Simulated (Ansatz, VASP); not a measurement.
Fe in VASP and in Ansatz

INCAR

```
PREC     = Accurate       # precision mode
ENCUT    = 520            # plane-wave cutoff, eV
EDIFF    = 1E-8           # SCF threshold, eV
ISMEAR   = -1             # smearing method
SIGMA    = 0.05           # smearing width, eV
LREAL    = F              # projectors in reciprocal space
LASPH    = T              # aspherical terms in the spheres
NELM     = 150            # most SCF steps
ALGO     = Normal         # electronic algorithm
ISIF     = 2              # what is computed and relaxed
LWAVE    = F              # write WAVECAR
LCHARG   = F              # write CHGCAR
ISPIN    = 2              # spin polarisation
MAGMOM   = 3              # initial moments
LORBIT   = 11             # projections on sites
LMAXMIX  = 4              # l up to which the mixer works
GGA      = PE             # functional
LEFG     = T            
NBANDS   = 14             # bands
```

File KPOINTS:

```
Automatic mesh
0
Gamma
  16 16 16
```

The input POSCAR:

```
Fe
1.0
    0.0000000000      1.9024384199      1.9253309689
    1.4681109357      0.0000000000      1.9253309689
    1.4681109357      1.9024384199      0.0000000000
Fe
1
Direct
    0.0000000000      0.0000000000      0.0000000000
```

Input for Ansatz:

```yaml
crystal:
  lattice:
    - [0.0, 1.9024384199, 1.9253309689]
    - [1.4681109357, 0.0, 1.9253309689]
    - [1.4681109357, 1.9024384199, 0.0]
  atoms:
    - { symbol: Fe, position: [0.0, 0.0, 0.0], spin: 3.0 }
magnetization:
  spin_polarized: true
kpoints:
  mp_grid: { grid: [16, 16, 16] }
scf:
  occupations: { method: fermi_dirac, width: 0.05 }
hamiltonian:
  xc: pbe
  pseudopotentials: { kind: paw }
output:
  forces: true
  stress: true
  eigenvalues: true
  efg: { contact_densities: true }
```

Change from the starting cell: volume scaled by 0.9405, PAW files.

Alike in both runs: task electric field gradients; functional PBE; k mesh 16 × 16 × 16; occupations fermi-dirac, width 0.05 eV; collinear spin.

```csv
,VASP,Ansatz
version,VASP 6.6.1,Ansatz 0.2.0
potentials or method,"VASP PAW PBE potentials, release 64 (Fe)","PAW with Ansatz's default frozen-core files, scalar-relativistic"
plane-wave cutoff (eV),520,420
valence electrons in the cell,8,16
```

Ansatz gave:

```
pressure (GPa)                                                : 12.3
traceless stress, the component that is largest in VASP (GPa) : -7.16
net moment per atom (μB)                                      : 2.07
size of the moment on the site where the two differ most (μB) : 2.11
size of Vzz on the site where it differs most (V/Å²)          : 10.4
```

Q: Which values does VASP return?

A: Pressure (GPa): 12.1; traceless stress, the component that is largest in VASP (GPa): -7.03; net moment per atom (μB): 2.09; size of the moment on the site where the two differ most (μB): 2.08; size of Vzz on the site where it differs most (V/Å²): 9.4.

Site moments also hang on the region over which each program counts them. With one functional, cell and mesh, what is left measures potentials, basis and numerics. VASP's potentials hold 8 valence electrons a cell and Ansatz's 16, so a difference there can come from the potentials and not from the codes.
